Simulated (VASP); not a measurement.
# Na (P6_3/mmc) in VASP: a series of runs, part 2 of 2

VASP 6.6.1. The steps go on from the part before.

**4. Relaxation of cell and atoms, PBE, target pressure 30 GPa, at which the enthalpy is minimised**

This run uses another cell than the first one, of 18.48 Å³/atom.

File INCAR:

```
SYSTEM = Na
  PREC = Accurate
  ENCUT = 600
  EDIFF = 1E-6
  ISMEAR = 0
  SIGMA = 0.1
  LREAL = .FALSE.
  LASPH = .TRUE.
  NELM = 60
  ALGO = Fast
  ISIF = 3
  LWAVE = .FALSE.
  LCHARG = .FALSE.
  GGA = PE
  IBRION = 2
  NSW = 70
  EDIFFG = -0.008
  PSTRESS = 300.0
```

File KPOINTS:

```
regular mesh
0
G
  18 18 6
  0 0 0
```

File POSCAR:

```
Na
1.0
    2.9623332575      0.0000000000      0.0000000000
   -1.4811666288      2.5654558555      0.0000000000
    0.0000000000      0.0000000000      9.7277632150
Na
4
Direct
    0.0000000000      0.0000000000      0.0000000000
    0.3333333333      0.6666666667      0.2500000000
    0.0000000000      0.0000000000      0.5000000000
    0.6666666667      0.3333333333      0.7500000000
```

Potentials or basis: VASP PAW PBE potentials, release 64 (Na_pv).

The run is started by

```console
$ cat potpaw_PBE.64/Na_pv/POTCAR > POTCAR
$ mpirun -np 1 vasp_std > vasp.out
```

OUTCAR:

```text
SYSTEM = Na
   PREC = Accurate
   ENCUT = 600
   EDIFF = 1E-6
   ISMEAR = 0
   LREAL = .FALSE.
   LASPH = .TRUE.
   NELM = 60
   ISIF = 3
   GGA = PE
   IBRION = 2
   NSW = 70
   EDIFFG = -0.008
   PSTRESS = 300.0

 ion  position               nearest neighbor table
   1  0.000  0.000  0.000-
   2  0.333  0.667  0.250-
   3  0.000  0.000  0.500-
   4  0.667  0.333  0.750-

  LATTYP: Found a hexagonal cell.
 ALAT       =     2.9623332575
 C/A-ratio  =     3.2838179804

  Lattice vectors:

 A1 = (   2.9623332575,   0.0000000000,   0.0000000000)
 A2 = (  -1.4811666288,   2.5654558555,   0.0000000000)
 A3 = (   0.0000000000,   0.0000000000,   9.7277632150)

Analysis of symmetry for initial positions (statically):
=====================================================================
 Subroutine PRICEL returns:
 Original cell was already a primitive cell.

 Routine SETGRP: Setting up the symmetry group for a
 hexagonal supercell.

 Subroutine GETGRP returns: Found 24 space group operations
 (whereof 12 operations were pure point group operations)
 out of a pool of 24 trial point group operations.

The static configuration has the point symmetry D_3d.
 The point group associated with its full space group is D_6h.

Analysis of symmetry for dynamics (positions and initial velocities):
=====================================================================
[... 160 lines left out ...]
 Free energy of the ion-electron system (eV)
  ---------------------------------------------------
  ext. energy  EPLUGINS =         0.00000000
  ---------------------------------------------------
  free energy    TOTEN  =        -2.63962842 eV

  energy without entropy =       -2.63404649  energy(sigma->0) =       -2.63683746

 E-fermi :   3.4157     XC(G=0):  -8.6584

 val. band max:        3.4078518636   @ k =   0.4444   0.0000   0.3333
 cond. band min:       3.4410731618   @ k =   0.1111   0.1111   0.3333
 fundamental gap:      0.0332212982
 Fermi energy:         3.4157210924

 k-point     1 :       0.0000    0.0000    0.0000
  band No.  band energies     occupation
      1     -21.8282      2.00000
      2     -21.6666      2.00000
      3     -21.6656      2.00000
      4     -21.5333      2.00000
      5     -21.5333      2.00000
      6     -21.5147      2.00000
[... 610 lines left out ...]
  energy  without entropy=       -1.2701375601  energy(sigma->0) =       -1.27271392

  enthalpy is  TOTEN    =        10.8922118005 eV   P V=       12.1675020786

[... ionic steps 4 to 9 ...]

--------------------------------------- Ionic step       10  -------------------------------------------

 number of electron      28.0000009 magnetization

------------------------ aborting loop because EDIFF is reached ----------------------------------------
[... 75 lines left out ...]
--------------------------------------- Ionic step       12  -------------------------------------------

 number of electron      28.0000010 magnetization

 Free energy of the ion-electron system (eV)
  ---------------------------------------------------
  ext. energy  EPLUGINS =         0.00000000
  ---------------------------------------------------
  free energy    TOTEN  =        -1.26302758 eV

  energy without entropy =       -1.25793068  energy(sigma->0) =       -1.26047913

 E-fermi :   4.3113     XC(G=0):  -9.1509

 val. band max:        4.3010850157   @ k =   0.4444   0.0000   0.3333
 cond. band min:       4.3425430214   @ k =   0.3333   0.1111   0.0000
 fundamental gap:      0.0414580057
 Fermi energy:         4.3112879140

 k-point     1 :       0.0000    0.0000    0.0000
  band No.  band energies     occupation
      1     -21.2513      2.00000
      2     -21.0192      2.00000
      3     -21.0175      2.00000
      4     -20.8236      2.00000
      5     -20.8236      2.00000
      6     -20.7975      2.00000
[... 530 lines left out ...]
  energy  without entropy=       -1.2579306750  energy(sigma->0) =       -1.26047913

  enthalpy is  TOTEN    =        10.8921654795 eV   P V=       12.1551930627

 reached required accuracy - stopping structural energy minimisation
```

CONTCAR:

```text
Na
   1.00000000000000
     2.8383265349112041   -0.0000000000179528   -0.0000000000000000
    -1.4191632675190564    2.4580628835241360    0.0000000000000000
     0.0000000000000000   -0.0000000000000000    9.3045600367661763
  Na
     4
Direct
     0.0000000000000000    0.0000000000000000    0.0000000000000000
     0.3333333332999970    0.6666666667000030    0.2500000000000000
     0.0000000000000000    0.0000000000000000    0.5000000000000000
     0.6666666667000030    0.3333333332999970    0.7500000000000000

  0.00000000E+00  0.00000000E+00  0.00000000E+00
  0.00000000E+00  0.00000000E+00  0.00000000E+00
  0.00000000E+00  0.00000000E+00  0.00000000E+00
  0.00000000E+00  0.00000000E+00  0.00000000E+00
```

Wall time 6.4 min (1 thread of Intel Xeon 6975P-C (Granite Rapids), shared host); peak memory 0.32 GiB.

What came out:

```
Free energy                                                : -1.2630 eV
Relaxed volume                                             : 16.23 Å³/atom
Relaxed cell                                               : a = 2.838 Å, b = 2.838 Å, c = 9.305 Å, α = 90.00°, β = 90.00°, γ = 120.00°
Space group after relaxing (to 0.1 Å)                      : P6_3/mmc (No. 194)
Energy change on relaxing (the run minimises the enthalpy) : +344.2 meV/atom
Ionic steps                                                : 12
Pressure after relaxing                                    : 30.0 GPa
Band gap on the k mesh                                     : zero (bands 14 and 15 overlap by 5.68 eV)
```

Stress tensor (GPa, compression positive):
```
30.07  0.00  0.00
 0.00 30.07  0.00
 0.00  0.00 29.95
```

The path:
```
step  energy change (eV)  largest force (eV/Å)  pressure (GPa)  volume (Å³)
   1              0.0000                0.0000           19.77        73.93
   2              1.9633                0.0000           35.29        62.00
   3              1.3643                0.0000           29.91        64.98
   4              1.3964                0.0000           30.24        64.81
   5              1.3552                0.0000           29.94        65.03
   6              1.3758                0.0000           30.07        64.92
   7              1.3621                0.0000           29.87        64.99
   8              1.3695                0.0000           30.00        64.95
   9              1.3679                0.0000           29.92        64.96
  10              1.3690                0.0000           29.93        64.96
  11              1.3797                0.0000           30.10        64.90
  12              1.3766                0.0000           30.03        64.92
```

Final structure:
```
Na
1.0
     2.83833    0.00000    0.00000
    -1.41916    2.45806    0.00000
     0.00000    0.00000    9.30456
Na
4
Direct
  0.00000 0.00000 0.00000
  0.33333 0.66667 0.25000
  0.00000 0.00000 0.50000
  0.66667 0.33333 0.75000
```

Levels at points of the mesh, in eV from the Fermi level:
| k point | band 12 | band 13 | band 14 | band 15 | band 16 | band 17 |
| --- | --- | --- | --- | --- | --- | --- |
| (0.00, 0.00, 0.00) | -25.08 | -5.59 | -3.74 | -3.74 | 0.68 | 1.80 |
| (0.50, 0.00, 0.00) | -25.14 | 0.30 | 0.57 | 1.57 | 2.06 | 2.23 |
| (0.00, 0.00, 0.50) | -25.09 | -5.11 | -5.11 | -1.61 | -1.61 | 4.68 |
| (0.50, 0.00, 0.50) | -25.15 | 0.58 | 0.58 | 1.17 | 1.17 | 3.64 |

Caveat: the cell is relaxed towards a set pressure, so the run minimises the enthalpy, not the energy.

**5. Overview**

| cell | k mesh | gap on the mesh (eV) | pressure (GPa) |
| --- | --- | --- | --- |
| relaxed to 60 GPa from a = 2.764, b = 2.764, c = 9.052 Å, angles 90.0, 90.0, 120.0°, 4 atoms | 18 × 18 × 6 | none | 60.0 |
| relaxed to 15 GPa from a = 3.140, b = 3.140, c = 10.217 Å, angles 90.0, 90.0, 120.0°, 4 atoms | 18 × 18 × 4 | none | 15.0 |
| relaxed to 30 GPa from a = 2.962, b = 2.962, c = 9.728 Å, angles 90.0, 90.0, 120.0°, 4 atoms | 18 × 18 × 6 | none | 30.0 |

Alike in all rows: task relaxation of cell and atoms; level PBE; potentials or basis VASP PAW PBE potentials, release 64 (Na_pv); no spin polarisation; cutoff (eV) 600; smearing gaussian 0.1 eV.

Caveats: the cell is relaxed towards a set pressure, so the run minimises the enthalpy, not the energy.

Total energies depend on the potentials used, so only differences within one code and one set of settings carry meaning.

The gap in the log of VASP goes by the Fermi energy; the results here count the filled bands.